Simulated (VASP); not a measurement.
Wanted: the native input for a VASP 6.6.1 run.

```yaml
Task: single point
Functional: PBEsol
Potentials_or_basis: VASP PAW PBE potentials, release 64 (La)
Cutoff: 520 eV
k_mesh: 7 × 7 × 7
Occupations: fermi-dirac, width 0.05 eV
Spin: no spin polarisation
Dipole_correction: no
Further_INCAR_settings: ALGO = Fast; EDIFF = 1e-06; NBANDS = 12
```

The structure of La lies in POSCAR:

```
La
1.0
   -2.1450693817      2.1450693817      2.1238310710
    2.1450693817     -2.1450693817      2.1238310710
    2.1450693817      2.1450693817     -2.1238310710
La
1
Direct
    0.0000000000      0.0000000000      0.0000000000
```

The input as run:

INCAR

```
PREC     = Accurate       # precision mode
ENCUT    = 520            # plane-wave cutoff, eV
EDIFF    = 1E-6           # SCF threshold, eV
ISMEAR   = -1             # smearing method
SIGMA    = 0.05           # smearing width, eV
LREAL    = False          # projectors in reciprocal space
LASPH    = True           # aspherical terms in the spheres
NELM     = 100            # most SCF steps
ALGO     = Fast           # electronic algorithm
ISIF     = 2              # what is computed and relaxed
LWAVE    = False          # write WAVECAR
LCHARG   = True           # write CHGCAR
GGA      = PS             # functional
LELF     = True           # ELF
LVHAR    = True         
NBANDS   = 12             # bands
```

KPOINTS

```
Automatic mesh
0
Gamma
  7 7 7
```

Potentials or basis: VASP PAW PBE potentials, release 64 (La).

Launch:

```console
$ cat potpaw_PBE.64/La/POTCAR > POTCAR
$ mpirun -np 1 vasp_std > vasp.out
```

Results of the run:

```
Pressure : -2.7 GPa
```

Caveat: the PAW data sets were made with another functional, which shifts forces and pressure a little.

It took 100 s on 1 thread of AMD EPYC 7R13, with other jobs on the host, peak memory 0.14 GiB.
